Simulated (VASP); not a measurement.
# Sr (I4/mmm) in VASP: further runs

Runs on Sr. Level: PBEsol. Tasks: single point.

All numbers are computed with VASP 6.6.1; they aren't measurements. Logs are shortened: lines on timing, memory, paths and dates and some standing lists are left out, and cuts for length are marked.

## Step 1: The cell of the first run

It takes space group I4/mmm (No. 139, tetragonal). The conventional cell has a = 4.647 Å, b = 4.647 Å, c = 5.841 Å, α = 90.00°, β = 90.00°, γ = 90.00°. Sr (site symmetry 4/mmm) has 12 Sr at 4.40 to 4.65 Å within 5.8 Å.

## Step 2: Single point, PBEsol (strain +0.080 along x and y, -0.040 along z)

The input, INCAR:

```
ALGO     = Normal         # electronic algorithm
EDIFF    = 1E-6           # SCF threshold, eV
ENCUT    = 520            # plane-wave cutoff, eV
GGA      = PS             # functional
ISIF     = 2              # what is computed and relaxed
ISMEAR   = 0              # smearing method
LASPH    = True           # aspherical terms in the spheres
LCHARG   = False          # write CHGCAR
LREAL    = False          # projectors in reciprocal space
LWAVE    = False          # write WAVECAR
NBANDS   = 11             # bands
NELM     = 80             # most SCF steps
PREC     = Accurate       # precision mode
SIGMA    = 0.03           # smearing width, eV
```

The input, KPOINTS:

```
k-points
0
Gamma
  10 10 10
```

The input, POSCAR:

```
Sr
1.0
    0.0000000000      3.2857380000      2.9206560000
    3.2857380000      0.0000000000      2.9206560000
    3.2857380000      3.2857380000      0.0000000000
Sr
1
Direct
    0.0000000000      0.0000000000      0.0000000000
```

Potentials or basis: VASP PAW PBE potentials, release 64 (Sr_sv).

The run is started by

```console
> cat potpaw_PBE.64/Sr_sv/POTCAR > POTCAR
> mpirun -np 1 vasp_std > vasp.out
```

OUTCAR:

```text
EDIFF = 1E-6
   ENCUT = 520
   GGA = PS
   ISIF = 2
   ISMEAR = 0
   LASPH = True
   LREAL = False
   NELM = 80
   PREC = Accurate

 ion  position               nearest neighbor table
   1  0.000  0.000  0.000-

  LATTYP: Found a body centered tetragonal cell.
 ALAT       =     4.6467352420
 C/A-ratio  =     1.2570787221

  Lattice vectors:

 A1 = (   0.0000000000,  -3.2857380000,  -2.9206560000)
 A2 = (   0.0000000000,   3.2857380000,  -2.9206560000)
 A3 = (   3.2857380000,   0.0000000000,   2.9206560000)

Analysis of symmetry for initial positions (statically):
=====================================================================
 Subroutine PRICEL returns:
 Original cell was already a primitive cell.

 Routine SETGRP: Setting up the symmetry group for a
 body centered tetragonal supercell.

 Subroutine GETGRP returns: Found 16 space group operations
 (whereof 16 operations were pure point group operations)
 out of a pool of 16 trial point group operations.

The static configuration has the point symmetry D_4h.

Analysis of symmetry for dynamics (positions and initial velocities):
=====================================================================
 Subroutine PRICEL returns:
 Original cell was already a primitive cell.

 Routine SETGRP: Setting up the symmetry group for a
 body centered tetragonal supercell.

 Subroutine GETGRP returns: Found 16 space group operations
 (whereof 16 operations were pure point group operations)
 out of a pool of 16 trial point group operations.

The dynamic configuration has the point symmetry D_4h.

 Subroutine INISYM returns: Found 16 space group operations
 (whereof 16 operations are pure point group operations),
 and found     1 'primitive' translations

----------------------------------------------------------------------------------------

                                     Primitive cell

  volume of cell :      63.0632

  direct lattice vectors                    reciprocal lattice vectors
     0.000000000  3.285738000  2.920656000    -0.152172815  0.152172815  0.171194417
     3.285738000  0.000000000  2.920656000     0.152172815 -0.152172815  0.171194417
     3.285738000  3.285738000  0.000000000     0.152172815  0.152172815 -0.171194417

  length of vectors
     4.396169432  4.396169432  4.646735242     0.274992108  0.274992108  0.274992108

  position of ions in fractional coordinates (direct lattice)
     0.000000000  0.000000000  0.000000000

  ion indices of the primitive-cell ions
   primitive index   ion index
                 1           1

----------------------------------------------------------------------------------------

 KPOINTS: k-points

Automatic generation of k-mesh.
 Grid dimensions read from file:
 generate k-points for:   10   10   10

 Generating k-lattice:

  Cartesian coordinates                     Fractional coordinates (reciprocal lattice)
    -0.015217281  0.015217281  0.017119442     0.100000000 -0.000000000  0.000000000
     0.015217281 -0.015217281  0.017119442    -0.000000000  0.100000000  0.000000000
     0.015217281  0.015217281 -0.017119442     0.000000000  0.000000000  0.100000000

  Length of vectors
     0.027499211  0.027499211  0.027499211

  Shift w.r.t. Gamma in fractional coordinates (k-lattice)
     0.000000000  0.000000000  0.000000000

 Subroutine IBZKPT returns following result:
 ===========================================

 Found    102 irreducible k-points:

 Following reciprocal coordinates:
            Coordinates               Weight
  0.000000  0.000000  0.000000      1.000000
  0.100000 -0.000000  0.000000      8.000000
  0.200000 -0.000000  0.000000      8.000000
  0.300000  0.000000  0.000000      8.000000
  0.400000 -0.000000  0.000000      8.000000
  0.500000  0.000000  0.000000      4.000000
[... 16 lines left out ...]
  0.300000  0.300000  0.000000      2.000000
  0.400000  0.300000  0.000000      8.000000
 [... further k-points ...]
   k-points           NKPTS =    102   k-points in BZ     NKDIM =    102   number of bands    NBANDS=     11
   number of dos      NEDOS =    301   number of ions     NIONS =      1
   total plane-waves  NPLWV =  46656
   dimension x,y,z NGX =    36 NGY =   36 NGZ =   36
   dimension x,y,z NGXF=    72 NGYF=   72 NGZF=   72
   ions per type =               1
   NGX,Y,Z   is equivalent  to a cutoff of  13.61, 13.61, 12.88 a.u.
   NGXF,Y,Z  is equivalent  to a cutoff of  27.23, 27.23, 25.76 a.u.
 SYSTEM =  unknown system
   PREC   = accura    normal or accurate (medium, high low for compatibility)
   ISTART =      0    job   : 0-new  1-cont  2-samecut
   ICHARG =      2    charge: 1-file 2-atom 10-const
   ISPIN  =      1    spin polarized calculation?
   LNONCOLLINEAR =      F non collinear calculations
   LSORBIT =      F    spin-orbit coupling
   LASPH  =      T    aspherical Exc in radial PAW
   ENCUT  =  520.0 eV  38.22 Ry    6.18 a.u.   8.17  8.17  8.64*2*pi/ulx,y,z
   NELM   =     80;   NELMIN=  2; NELMDL= -5     # of ELM steps
   EDIFF  = 0.1E-05   stopping-criterion for ELM
   LREAL  =      F    real-space projection
   EDIFFG = 0.1E-04   stopping-criterion for IOM
   NSW    =      0    number of steps for IOM
   IBRION =     -1    ionic relax: 0-MD 1-quasi-New 2-CG
   NFREE  =      0    steps in history (QN), initial steepest desc. (CG)
   ISIF   =      2    stress and relaxation
   ISYM   =      2    0-nonsym 1-usesym 2-fastsym
   POTIM  = 0.5000    time-step for ionic-motion
   TEBEG  =    0.0;   TEEND  =   0.0 temperature during run
   PSTRESS=    0.0 pullay stress
   NELECT =      10.0000    total number of electrons
   NUPDOWN=      -1.0000    fix difference up-down
   EMIN   =  10.00;   EMAX   =-10.00  energy-range for DOS
   EFERMI =   0.00;   METHOD = LEGACY
   ISMEAR =     0;   SIGMA  =   0.03  broadening in eV -4-tet -1-fermi 0-gaus
   EFERMI_NEDOS =   21; number of points for ismear=-14 and -15
   IALGO  =     38    algorithm
   IMIX   =      4    mixing-type and parameters
     AMIX     =   0.40;   BMIX     =  1.00
     AMIX_MAG =   1.60;   BMIX_MAG =  1.00
  volume/ion in A,a.u.               =      63.06       425.57
  Fermi-wavevector in a.u.,A,eV,Ry     =   0.886100  1.674486 10.682930  0.785173
  Thomas-Fermi vector in A             =   2.007221
   LORBIT       =      0    0 simple, 1 ext, 2 COOP (PROOUT), +10 PAW based schemes
   GGA     = PS    functional components
   LHFCALC =     F    Hartree Fock is set to
   AEXX    =    0.0000 exact exchange contribution
   IVDW    =     0    specifies the selected vdW correction
   LEPSILON=     F    determine dielectric tensor
   LRPA    =     F    only Hartree local field effects (RPA)
 non-spin polarized calculation
 Gauss-broadening in eV      SIGMA  =   0.03
  energy-cutoff  :      520.00
  volume of cell :       63.06
 maximum number of plane-waves:      1715
 NGX is ok and might be reduce to    36
   NGX = 17   NGY = 17   NGZ = 17

 number of electron      10.0000000 magnetization

 Free energy of the ion-electron system (eV)
  ---------------------------------------------------
  ext. energy  EPLUGINS =         0.00000000
  ---------------------------------------------------
  free energy    TOTEN  =        -1.76537548 eV

  energy without entropy =       -1.76432151  energy(sigma->0) =       -1.76484850

 E-fermi :   1.0577     XC(G=0):  -7.0209

 val. band max:        1.0539533303   @ k =  -0.4000   0.3000   0.1000
 cond. band min:       1.0953054502   @ k =  -0.4000   0.0000   0.2000
 fundamental gap:      0.0413521199
 Fermi energy:         1.0577384774

 k-point     1 :       0.0000    0.0000    0.0000
  band No.  band energies     occupation
      1     -35.7629      2.00000
      2     -17.6805      2.00000
      3     -17.6805      2.00000
      4     -17.6752      2.00000
      5      -2.3803      2.00000
      6       3.1191      0.00000
      7       3.1191      0.00000
      8       3.6275      0.00000
      9       4.0744      0.00000
     10       4.7859      0.00000
     11       7.8699      0.00000

 k-point     2 :       0.1000   -0.0000    0.0000
  band No.  band energies     occupation
      1     -35.7622      2.00000
      2     -17.6905      2.00000
      3     -17.6831      2.00000
      4     -17.6775      2.00000
      5      -2.2378      2.00000
      6       2.9968      0.00000
      7       3.1662      0.00000
      8       3.5957      0.00000
      9       4.0373      0.00000
     10       4.6850      0.00000
     11       8.2090      0.00000

 k-point     3 :       0.2000   -0.0000    0.0000
  band No.  band energies     occupation
      1     -35.7604      2.00000
      2     -17.7207      2.00000
      3     -17.6899      2.00000
      4     -17.6796      2.00000
      5      -1.8265      2.00000
      6       2.5613      0.00000
      7       3.1658      0.00000
      8       3.6615      0.00000
      9       4.1390      0.00000
     10       4.5462      0.00000
     11       7.8011      0.00000

 k-point     4 :       0.3000    0.0000    0.0000
  band No.  band energies     occupation
      1     -35.7581      2.00000
      2     -17.7580      2.00000
      3     -17.6984      2.00000
      4     -17.6817      2.00000
      5      -1.1981      2.00000
      6       1.9920      0.00000
      7       3.0028      0.00000
      8       3.6562      0.00000
      9       4.5972      0.00000
     10       4.6665      0.00000
     11       6.8757      0.00000

 k-point     5 :       0.4000   -0.0000    0.0000
  band No.  band energies     occupation
      1     -35.7563      2.00000
      2     -17.7879      2.00000
      3     -17.7051      2.00000
      4     -17.6833      2.00000
      5      -0.4648      2.00000
      6       1.4066      0.00000
      7       2.8402      0.00000
      8       3.5409      0.00000
      9       4.9865      0.00000
     10       5.2284      0.00000
     11       6.1945      0.00000
[... 211 lines left out ...]
 k-point    21 :      -0.3000    0.2000    0.0000
  band No.  band energies     occupation
      1     -35.7556      2.00000
      2     -17.7622      2.00000
      3     -17.7197      2.00000
      4     -17.7079      2.00000
      5      -0.4052      2.00000
      6       1.8990      0.00000
      7       2.6070      0.00000
      8       3.3249      0.00000
      9       4.3799      0.00000
     10       5.1623      0.00000
     11       6.5864      0.00000

 k-point    22 :      -0.2000    0.2000    0.0000
  band No.  band energies     occupation
      1     -35.7576      2.00000
      2     -17.7398      2.00000
      3     -17.7113      2.00000
      4     -17.6987      2.00000
      5      -1.0774      2.00000
      6       2.3117      0.00000
      7       2.8323      0.00000
      8       3.4795      0.00000
      9       3.8385      0.00000
     10       5.1555      0.00000
     11       7.2887      0.00000

 k-point    23 :       0.3000    0.3000    0.0000
  band No.  band energies     occupation
      1     -35.7551      2.00000
      2     -17.7527      2.00000
      3     -17.7207      2.00000
      4     -17.7207      2.00000
      5      -0.5945      2.00000
      6       1.9024      0.00000
      7       3.0793      0.00000
      8       3.7682      0.00000
      9       3.7682      0.00000
     10       4.8535      0.00000
     11       8.0170      0.00000

 k-point    24 :       0.4000    0.3000    0.0000
  band No.  band energies     occupation
      1     -35.7535      2.00000
      2     -17.7709      2.00000
      3     -17.7280      2.00000
      4     -17.7272      2.00000
      5      -0.0205      2.00000
      6       1.6334      0.00000
      7       2.6720      0.00000
      8       3.8749      0.00000
      9       4.2122      0.00000
     10       5.2409      0.00000
     11       6.6545      0.00000

 [... further k-points ...]

------------------------ aborting loop because EDIFF is reached ----------------------------------------

  FORCE on cell =-STRESS in cart. coord.  units (eV):
  Direction    XX          YY          ZZ          XY          YZ          ZX
  --------------------------------------------------------------------------------------
  -------------------------------------------------------------------------------------
  Total       -0.7230427     -0.7230427     -0.6357163      0.0000000     -0.0000000     -0.0000000
  in kB      -18.3695386    -18.3695386    -16.1509344      0.0000000     -0.0000000     -0.0000000
  external PRESSURE =     -17.6300039 kB  Pullay stress =       0.0000000 kB

 VOLUME and BASIS-vectors are now :
 -----------------------------------------------------------------------------
  energy-cutoff  :      520.00
  volume of cell :       63.06
      direct lattice vectors                 reciprocal lattice vectors
     0.000000000  3.285738000  2.920656000    -0.152172815  0.152172815  0.171194417
     3.285738000  0.000000000  2.920656000     0.152172815 -0.152172815  0.171194417
     3.285738000  3.285738000  0.000000000     0.152172815  0.152172815 -0.171194417

 POSITION                                       TOTAL-FORCE (eV/Angst)
 -----------------------------------------------------------------------------------
      0.00000      0.00000      0.00000         0.000000     -0.000000      0.000000
 -----------------------------------------------------------------------------------
    total drift:                               -0.000000      0.000000      0.000000

  FREE ENERGIE OF THE ION-ELECTRON SYSTEM (eV)
  ---------------------------------------------------
  free  energy   TOTEN  =        -1.7653754787 eV

  energy  without entropy=       -1.7643215135  energy(sigma->0) =       -1.76484850
```

Wall time 43 s (1 thread of Intel Xeon Platinum 8259CL at 2.50GHz (Skylake/Cascade Lake), shared host); peak memory 0.24 GiB.

Results:

```
Free energy            : -1.7654 eV
Pressure               : -1.8 GPa
Band gap on the k mesh : zero (band 5 reaches 1.18 eV, above the bottom of band 6 at 1.02 eV)
```

Stress tensor (GPa, compression positive):
```
-1.84  0.00  0.00
 0.00 -1.84  0.00
 0.00  0.00 -1.62
```

Caveat: the cell differs from its parent crystal (strain +0.080 along x and y, -0.040 along z); the PAW data sets were made with another functional, which shifts forces and pressure a little.

## Step 3: Single point, PBEsol (strain +0.080 along x and y, +0.000 along z)

The input, INCAR:

```
SYSTEM = Sr
PREC = Accurate ; ENCUT = 520
EDIFF = 1E-7 ; ISMEAR = 0
SIGMA = 0.03 ; LREAL = .False.
LASPH = .True. ; NELM = 60
ALGO = Fast ; ISIF = 2
LWAVE = .False. ; LCHARG = .True.
GGA = PS ; LELF = .True.
LVHAR = .True. ; NBANDS = 11
```

The input, KPOINTS:

```
Automatic mesh
0
Gamma
  10 10 10
  0 0 0
```

The input, POSCAR:

```
Sr
1.0
    0.0000000000      3.2857380000      3.0423500000
    3.2857380000      0.0000000000      3.0423500000
    3.2857380000      3.2857380000      0.0000000000
Sr
1
Direct
    0.0000000000      0.0000000000      0.0000000000
```

Potentials or basis: VASP PAW PBE potentials, release 64 (Sr_sv).

The run is started by

```console
> cat potpaw_PBE.64/Sr_sv/POTCAR > POTCAR
> mpirun -np 1 vasp_std > vasp.out
```

Run time: 78 s. Hardware: 1 thread of Intel Xeon Platinum 8259CL at 2.50GHz (Skylake/Cascade Lake), shared host; peak memory 0.24 GiB.

Results (log left out):

```
Free energy            : -1.7376 eV
Pressure               : -1.9 GPa
Band gap on the k mesh : zero (band 5 reaches 1.06 eV, above the bottom of band 6 at 0.86 eV)
```

Stress tensor (GPa, compression positive):
```
-2.03  0.00  0.00
 0.00 -2.03  0.00
 0.00  0.00 -1.78
```

Levels at points of the mesh, in eV from the Fermi level:
```
           k point  band 3  band 4  band 5  band 6  band 7  band 8
(0.00, 0.00, 0.00)  -18.83  -18.83   -3.38    2.04    2.04    2.37
(0.50, 0.00, 0.00)  -18.85  -18.84   -1.05   -0.08    1.80    2.23
(0.50, 0.50, 0.00)  -18.88  -18.88   -0.32    0.36    1.13    4.15
(0.50, 0.00, 0.50)  -18.87  -18.86   -0.57    0.53    0.55    4.01
```

Caveat: the cell differs from its parent crystal (strain +0.080 along x and y, +0.000 along z); the PAW data sets were made with another functional, which shifts forces and pressure a little.

[end of part 1 of 2]
